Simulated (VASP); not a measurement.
# LiCl (P6_3mc) in VASP: further runs

LiCl is run at these levels: PBE, r2SCAN; tasks: single point.

Program: VASP 6.6.1. These are calculated values, not measurements. Logs are shortened: lines on timing, memory, paths and dates and some standing lists are left out, and cuts for length are marked.

### Step 1. The cell of the first run

Symmetry: P6_3mc, No. 186, hexagonal system. Conventional cell: a = 3.964 Å, b = 3.964 Å, c = 6.352 Å, α = 90.00°, β = 90.00°, γ = 120.00°. Within 3.2 Å of Li (site symmetry 3m) lie 4 Cl at 2.41 to 2.42 Å. Cl (site symmetry 3m) has 4 Li at 2.41 to 2.42 Å within 3.2 Å.

### Step 2. Single point, PBE (volume changed by +3%)

File INCAR:

```
  PREC = Accurate
  ENCUT = 520
  EDIFF = 1E-6
  ISMEAR = 0
  SIGMA = 0.01
  LREAL = False
  LASPH = True
  NELM = 80
  ALGO = Normal
  ISIF = 2
  LWAVE = False
  LCHARG = False
  GGA = PE
  NBANDS = 18
```

File KPOINTS:

```
regular mesh
0
Gamma
  6 6 4
```

File POSCAR:

```
LiCl
1.0
    3.9642525478      0.0000000000      0.0000000000
   -1.9821262739      3.4331434134      0.0000000000
    0.0000000000      0.0000000000      6.3516648095
Li Cl
2 2
Direct
    0.6666666667      0.3333333333      0.8777889922
    0.3333333333      0.6666666667      0.3777889922
    0.6666666667      0.3333333333      0.4972120078
    0.3333333333      0.6666666667      0.9972120078
```

Potentials or basis: VASP PAW PBE potentials, release 64 (Li_sv, Cl).

Launch:

```sh
$ cat potpaw_PBE.64/Li_sv/POTCAR potpaw_PBE.64/Cl/POTCAR > POTCAR
$ mpirun -np 1 vasp_std > vasp.out
```

OUTCAR:

```text
PREC = Accurate
   ENCUT = 520
   EDIFF = 1E-6
   ISMEAR = 0
   LREAL = False
   LASPH = True
   NELM = 80
   ISIF = 2
   GGA = PE

 ion  position               nearest neighbor table
   1  0.667  0.333  0.878-   4 2.41   4 2.41   4 2.41   3 2.42
   2  0.333  0.667  0.378-   3 2.41   3 2.41   3 2.41   4 2.42
   3  0.667  0.333  0.497-   2 2.41   2 2.41   2 2.41   1 2.42
   4  0.333  0.667  0.997-   1 2.41   1 2.41   1 2.41   2 2.42

  LATTYP: Found a hexagonal cell.
 ALAT       =     3.9642525478
 C/A-ratio  =     1.6022351586

  Lattice vectors:

 A1 = (   3.9642525478,   0.0000000000,   0.0000000000)
 A2 = (  -1.9821262739,   3.4331434134,   0.0000000000)
 A3 = (   0.0000000000,   0.0000000000,   6.3516648095)

Analysis of symmetry for initial positions (statically):
=====================================================================
 Subroutine PRICEL returns:
 Original cell was already a primitive cell.

 Routine SETGRP: Setting up the symmetry group for a
 hexagonal supercell.

 Subroutine GETGRP returns: Found 12 space group operations
 (whereof  6 operations were pure point group operations)
 out of a pool of 24 trial point group operations.

The static configuration has the point symmetry C_3v.
 The point group associated with its full space group is C_6v.

Analysis of symmetry for dynamics (positions and initial velocities):
=====================================================================
 Subroutine PRICEL returns:
 Original cell was already a primitive cell.

 Routine SETGRP: Setting up the symmetry group for a
 hexagonal supercell.

 Subroutine GETGRP returns: Found 12 space group operations
 (whereof  6 operations were pure point group operations)
 out of a pool of 24 trial point group operations.

The dynamic configuration has the point symmetry C_3v.
 The point group associated with its full space group is C_6v.

 Subroutine INISYM returns: Found 12 space group operations
 (whereof  6 operations are pure point group operations),
 and found     1 'primitive' translations

----------------------------------------------------------------------------------------

                                     Primitive cell

  volume of cell :      86.4452

  direct lattice vectors                    reciprocal lattice vectors
     3.964252548  0.000000000  0.000000000     0.252254363  0.145639124  0.000000000
    -1.982126274  3.433143413  0.000000000     0.000000000  0.291278248  0.000000000
     0.000000000  0.000000000  6.351664809     0.000000000  0.000000000  0.157439038

  length of vectors
     3.964252548  3.964252548  6.351664809     0.291278248  0.291278248  0.157439038

  position of ions in fractional coordinates (direct lattice)
     0.666666667  0.333333333  0.877788992
     0.333333333  0.666666667  0.377788992
     0.666666667  0.333333333  0.497212008
     0.333333333  0.666666667  0.997212008

  ion indices of the primitive-cell ions
   primitive index   ion index
                 1           1
                 2           2
                 3           3
                 4           4

----------------------------------------------------------------------------------------

 KPOINTS: regular mesh

Automatic generation of k-mesh.
 Grid dimensions read from file:
 generate k-points for:    6    6    4

 Generating k-lattice:

  Cartesian coordinates                     Fractional coordinates (reciprocal lattice)
     0.042042394  0.024273187  0.000000000     0.166666667  0.000000000  0.000000000
     0.000000000  0.048546375  0.000000000     0.000000000  0.166666667  0.000000000
     0.000000000  0.000000000  0.039359760     0.000000000  0.000000000  0.250000000

  Length of vectors
     0.048546375  0.048546375  0.039359760

  Shift w.r.t. Gamma in fractional coordinates (k-lattice)
     0.000000000  0.000000000  0.000000000

 Subroutine IBZKPT returns following result:
 ===========================================

 Found     21 irreducible k-points:

 Following reciprocal coordinates:
            Coordinates               Weight
  0.000000  0.000000  0.000000      1.000000
  0.166667  0.000000  0.000000      6.000000
  0.333333  0.000000  0.000000      6.000000
  0.500000  0.000000  0.000000      3.000000
  0.166667  0.166667  0.000000      6.000000
  0.333333  0.166667  0.000000     12.000000
[... 13 lines left out ...]
  0.333333  0.166667  0.500000     12.000000
  0.333333  0.333333  0.500000      2.000000
   k-points           NKPTS =     21   k-points in BZ     NKDIM =     21   number of bands    NBANDS=     18
   number of dos      NEDOS =    301   number of ions     NIONS =      4
   total plane-waves  NPLWV =  43200
   dimension x,y,z NGX =    30 NGY =   30 NGZ =   48
   dimension x,y,z NGXF=    60 NGYF=   60 NGZF=   96
   ions per type =               2   2
   NGX,Y,Z   is equivalent  to a cutoff of  12.58, 12.58, 12.56 a.u.
   NGXF,Y,Z  is equivalent  to a cutoff of  25.16, 25.16, 25.13 a.u.
 SYSTEM =  unknown system
   PREC   = accura    normal or accurate (medium, high low for compatibility)
   ISTART =      0    job   : 0-new  1-cont  2-samecut
   ICHARG =      2    charge: 1-file 2-atom 10-const
   ISPIN  =      1    spin polarized calculation?
   LNONCOLLINEAR =      F non collinear calculations
   LSORBIT =      F    spin-orbit coupling
   LASPH  =      T    aspherical Exc in radial PAW
   ENCUT  =  520.0 eV  38.22 Ry    6.18 a.u.   7.37  7.37 11.81*2*pi/ulx,y,z
   NELM   =     80;   NELMIN=  2; NELMDL= -5     # of ELM steps
   EDIFF  = 0.1E-05   stopping-criterion for ELM
   LREAL  =      F    real-space projection
   EDIFFG = 0.1E-04   stopping-criterion for IOM
   NSW    =      0    number of steps for IOM
   IBRION =     -1    ionic relax: 0-MD 1-quasi-New 2-CG
   NFREE  =      0    steps in history (QN), initial steepest desc. (CG)
   ISIF   =      2    stress and relaxation
   ISYM   =      2    0-nonsym 1-usesym 2-fastsym
   POTIM  = 0.5000    time-step for ionic-motion
   TEBEG  =    0.0;   TEEND  =   0.0 temperature during run
   PSTRESS=    0.0 pullay stress
   NELECT =      20.0000    total number of electrons
   NUPDOWN=      -1.0000    fix difference up-down
   EMIN   =  10.00;   EMAX   =-10.00  energy-range for DOS
   EFERMI =   0.00;   METHOD = LEGACY
   ISMEAR =     0;   SIGMA  =   0.01  broadening in eV -4-tet -1-fermi 0-gaus
   EFERMI_NEDOS =   21; number of points for ismear=-14 and -15
   IALGO  =     38    algorithm
   IMIX   =      4    mixing-type and parameters
     AMIX     =   0.40;   BMIX     =  1.00
     AMIX_MAG =   1.60;   BMIX_MAG =  1.00
  volume/ion in A,a.u.               =      21.61       145.84
  Fermi-wavevector in a.u.,A,eV,Ry     =   1.005012  1.899197 13.742551  1.010049
  Thomas-Fermi vector in A             =   2.137664
   LORBIT       =      0    0 simple, 1 ext, 2 COOP (PROOUT), +10 PAW based schemes
   GGA     = PE    functional components
   LHFCALC =     F    Hartree Fock is set to
   AEXX    =    0.0000 exact exchange contribution
   IVDW    =     0    specifies the selected vdW correction
   LEPSILON=     F    determine dielectric tensor
   LRPA    =     F    only Hartree local field effects (RPA)
 non-spin polarized calculation
 Gauss-broadening in eV      SIGMA  =   0.01
  energy-cutoff  :      520.00
  volume of cell :       86.45
 maximum number of plane-waves:      2364
 NGX is ok and might be reduce to    30
   NGX = 15   NGY = 15   NGZ = 23

 number of electron      20.0000011 magnetization

 Free energy of the ion-electron system (eV)
  ---------------------------------------------------
  ext. energy  EPLUGINS =         0.00000000
  ---------------------------------------------------
  free energy    TOTEN  =       -14.86734176 eV

  energy without entropy =      -14.86734176  energy(sigma->0) =      -14.86734176

 E-fermi :  -1.3471     XC(G=0):  -7.4992

 val. band max:       -1.4147460646   @ k =   0.0000   0.0000   0.0000
 cond. band min:       4.4308415041   @ k =   0.0000   0.0000   0.0000
 fundamental gap:      5.8455875687
 Fermi energy:        -1.3470780120

 k-point     1 :       0.0000    0.0000    0.0000
  band No.  band energies     occupation
      1     -44.4367      2.00000
      2     -44.4354      2.00000
      3     -14.0812      2.00000
      4     -13.8029      2.00000
      5      -3.3435      2.00000
      6      -1.7846      2.00000
[... 10 lines left out ...]
     17       9.3998      0.00000
     18       9.3999      0.00000

 k-point     2 :       0.1667    0.0000    0.0000
  band No.  band energies     occupation
      1     -44.4365      2.00000
      2     -44.4354      2.00000
      3     -14.0279      2.00000
      4     -13.7809      2.00000
      5      -3.2088      2.00000
      6      -2.1442      2.00000
[... 10 lines left out ...]
     17       9.5875      0.00000
     18       9.8957      0.00000

 k-point     3 :       0.3333    0.0000    0.0000
  band No.  band energies     occupation
      1     -44.4359      2.00000
      2     -44.4352      2.00000
      3     -13.9075      2.00000
      4     -13.7461      2.00000
      5      -2.9692      2.00000
      6      -2.7073      2.00000
[... 10 lines left out ...]
     17       9.9693      0.00000
     18      10.8174      0.00000

 k-point     4 :       0.5000    0.0000    0.0000
  band No.  band energies     occupation
      1     -44.4356      2.00000
      2     -44.4352      2.00000
      3     -13.8302      2.00000
      4     -13.7435      2.00000
      5      -3.1849      2.00000
      6      -2.7223      2.00000
[... 312 lines left out ...]
      4     -13.8489      2.00000
      5      -2.7566      2.00000
      6      -2.7566      2.00000
[... 10 lines left out ...]
     17       9.8181      0.00000
     18       9.8181      0.00000

 k-point    20 :       0.3333    0.1667    0.5000
  band No.  band energies     occupation
      1     -44.4354      2.00000
      2     -44.4354      2.00000
      3     -13.7876      2.00000
      4     -13.7876      2.00000
      5      -3.0115      2.00000
      6      -3.0115      2.00000
[... 10 lines left out ...]
     17      10.4626      0.00000
     18      10.4626      0.00000

 k-point    21 :       0.3333    0.3333    0.5000
  band No.  band energies     occupation
      1     -44.4352      2.00000
      2     -44.4352      2.00000
      3     -13.7668      2.00000
      4     -13.7668      2.00000
      5      -2.8341      2.00000
      6      -2.8341      2.00000
[... 10 lines left out ...]
     17      10.8710      0.00000
     18      10.8710      0.00000

------------------------ aborting loop because EDIFF is reached ----------------------------------------

  FORCE on cell =-STRESS in cart. coord.  units (eV):
  Direction    XX          YY          ZZ          XY          YZ          ZX
  --------------------------------------------------------------------------------------
  -------------------------------------------------------------------------------------
  Total       -0.3991933     -0.3991933     -0.4045754     -0.0000000     -0.0000000      0.0000000
  in kB       -7.3986589     -7.3986589     -7.4984103     -0.0000000     -0.0000000      0.0000000
  external PRESSURE =      -7.4319093 kB  Pullay stress =       0.0000000 kB

 VOLUME and BASIS-vectors are now :
 -----------------------------------------------------------------------------
  energy-cutoff  :      520.00
  volume of cell :       86.45
      direct lattice vectors                 reciprocal lattice vectors
     3.964252548  0.000000000  0.000000000     0.252254363  0.145639124  0.000000000
    -1.982126274  3.433143413  0.000000000     0.000000000  0.291278248  0.000000000
     0.000000000  0.000000000  6.351664809     0.000000000  0.000000000  0.157439038

 POSITION                                       TOTAL-FORCE (eV/Angst)
 -----------------------------------------------------------------------------------
      1.98213      1.14438      5.57542         0.000000     -0.000000      0.000227
     -0.00000      2.28876      2.39959        -0.000000      0.000000      0.000227
      1.98213      1.14438      3.15812         0.000000      0.000000     -0.000227
     -0.00000      2.28876      6.33396        -0.000000      0.000000     -0.000227
 -----------------------------------------------------------------------------------
    total drift:                                0.000001      0.000001     -0.000178

  FREE ENERGIE OF THE ION-ELECTRON SYSTEM (eV)
  ---------------------------------------------------
  free  energy   TOTEN  =       -14.8673417558 eV

  energy  without entropy=      -14.8673417558  energy(sigma->0) =      -14.86734176
```

It took 16 s on 1 thread of Intel Xeon 6975P-C (Granite Rapids), shared host; peak memory 0.19 GiB.

Results:

```
Free energy            : -14.8673 eV
Band gap on the k mesh : 5.85 eV, direct
```

Caveat: the cutoff is under 1.25 times the usual one of these potentials, so pressure, stress and relaxed cells hold a basis-set (Pulay) error. A k mesh can miss the band edges.

### Step 3. Single point, PBE (volume changed by +6%)

File INCAR:

```
SYSTEM = LiCl
PREC     = Accurate       ! precision mode
ENCUT    = 520            ! plane-wave cutoff, eV
EDIFF    = 1E-7           ! SCF threshold, eV
ISMEAR   = 0              ! smearing method
SIGMA    = 0.01           ! smearing width, eV
LREAL    = .FALSE.        ! projectors in reciprocal space
LASPH    = .TRUE.         ! aspherical terms in the spheres
NELM     = 80             ! most SCF steps
ALGO     = Normal         ! electronic algorithm
ISIF     = 2              ! what is computed and relaxed
LWAVE    = .FALSE.        ! write WAVECAR
LCHARG   = .FALSE.        ! write CHGCAR
GGA      = PE             ! functional
NBANDS   = 18             ! bands
```

File KPOINTS:

```
Automatic mesh
0
G
  6 6 4
  0 0 0
```

File POSCAR:

```
LiCl
1.0
    4.0023726993      0.0000000000      0.0000000000
   -2.0011863497      3.4661564330      0.0000000000
    0.0000000000      0.0000000000      6.4127422564
Li Cl
2 2
Direct
    0.6666666667      0.3333333333      0.8777889922
    0.3333333333      0.6666666667      0.3777889922
    0.6666666667      0.3333333333      0.4972120078
    0.3333333333      0.6666666667      0.9972120078
```

Potentials or basis: VASP PAW PBE potentials, release 64 (Li_sv, Cl).

Launch:

```sh
$ cat potpaw_PBE.64/Li_sv/POTCAR potpaw_PBE.64/Cl/POTCAR > POTCAR
$ mpirun -np 1 vasp_std > vasp.out
```

Run time: 18 s. Hardware: 1 thread of Intel Xeon 6975P-C (Granite Rapids), shared host; peak memory 0.19 GiB.

Results (log left out):

| Property | Result |
| --- | --- |
| Free energy | -14.8524 eV |
| Band gap on the k mesh | 5.75 eV, direct |

Levels at points of the mesh, in eV from the valence-band top:
| k point | band 7 | band 8 | band 9 | band 10 | band 11 | band 12 | band 13 | band 14 |
| --- | --- | --- | --- | --- | --- | --- | --- | --- |
| (0.00, 0.00, 0.00) | -0.35 | -0.06 | -0.06 | 0.00 | 5.75 | 8.01 | 9.88 | 9.88 |
| (0.50, 0.00, 0.00) | -1.03 | -0.81 | -0.52 | -0.31 | 7.78 | 7.91 | 8.89 | 10.21 |
| (0.00, 0.00, 0.50) | -0.21 | -0.21 | -0.21 | -0.21 | 7.03 | 7.03 | 10.04 | 10.04 |
| (0.50, 0.00, 0.50) | -0.57 | -0.57 | -0.52 | -0.52 | 7.33 | 7.33 | 9.80 | 9.80 |

Caveat: the cutoff is under 1.25 times the usual one of these potentials, so pressure, stress and relaxed cells hold a basis-set (Pulay) error. A k mesh can miss the band edges.

### Step 4. Single point, r2SCAN (volume changed by -6%)

File POSCAR:

```
LiCl
1.0
    3.8142539829      0.0000000000      0.0000000000
   -1.9071269914      3.3032408457      0.0000000000
    0.0000000000      0.0000000000      6.0987830442
Li Cl
2 2
Direct
    0.6666666667      0.3333333333      0.8780761498
    0.3333333333      0.6666666667      0.3780761498
    0.6666666667      0.3333333333      0.4969248502
    0.3333333333      0.6666666667      0.9969248502
```

File INCAR.step1:

```
SYSTEM = LiCl
  PREC = Accurate
  ENCUT = 520
  ISMEAR = 0
  SIGMA = 0.01
  LREAL = .False.
  LASPH = .True.
  NELM = 60
  NBANDS = 18
  GGA = PE
  ALGO = Normal
  EDIFF = 1E-4
  LWAVE = .True.
  LCHARG = .False.
```

File INCAR.step2:

```
SYSTEM = LiCl
  PREC = Accurate
  ENCUT = 520
  EDIFF = 1E-7
  ISMEAR = 0
  SIGMA = 0.01
  LREAL = .False.
  LASPH = .True.
  NELM = 60
  ALGO = Normal
  ISIF = 2
  LWAVE = .False.
  LCHARG = .False.
  METAGGA = R2SCAN
  LMIXTAU = .True.
  NBANDS = 18
  ISTART = 1
```

File KPOINTS:

```
regular mesh
0
Gamma
  6 6 4
  0 0 0
```

Launch:

```sh
$ cat potpaw_PBE.64/Li_sv/POTCAR potpaw_PBE.64/Cl/POTCAR > POTCAR
$ cp INCAR.step1 INCAR
$ mpirun -np 1 vasp_std > vasp.out
$ cp INCAR.step2 INCAR
$ mpirun -np 1 vasp_std > vasp.out
```

It took 72 s on 1 thread of Intel Xeon 6975P-C (Granite Rapids), shared host; peak memory 0.19 GiB.

Results (log left out):

- Free energy: -25.1494 eV
- Largest force: 0.006 eV/Å
- Band gap on the k mesh: 6.98 eV, direct

Forces on the atoms (eV/Å):
```
Li   0.000  0.000  0.006
Li   0.000  0.000  0.006
Cl   0.000  0.000 -0.006
Cl   0.000  0.000 -0.006
```

Levels at points of the mesh, in eV from the valence-band top:
| k point | band 7 | band 8 | band 9 | band 10 | band 11 | band 12 | band 13 | band 14 |
| --- | --- | --- | --- | --- | --- | --- | --- | --- |
| (0.00, 0.00, 0.00) | -0.47 | -0.09 | -0.09 | 0.00 | 6.98 | 9.27 | 10.86 | 10.86 |
| (0.50, 0.00, 0.00) | -1.31 | -1.07 | -0.68 | -0.40 | 8.50 | 8.67 | 10.18 | 11.15 |
| (0.00, 0.00, 0.50) | -0.28 | -0.28 | -0.28 | -0.28 | 8.33 | 8.33 | 11.07 | 11.07 |
| (0.50, 0.00, 0.50) | -0.76 | -0.76 | -0.68 | -0.68 | 8.07 | 8.07 | 10.80 | 10.80 |

Caveat: the cutoff is under 1.25 times the usual one of these potentials, so pressure, stress and relaxed cells hold a basis-set (Pulay) error; the PAW data sets were made with another functional, which shifts forces and pressure a little. A k mesh can miss the band edges.

[end of part 1 of 2]
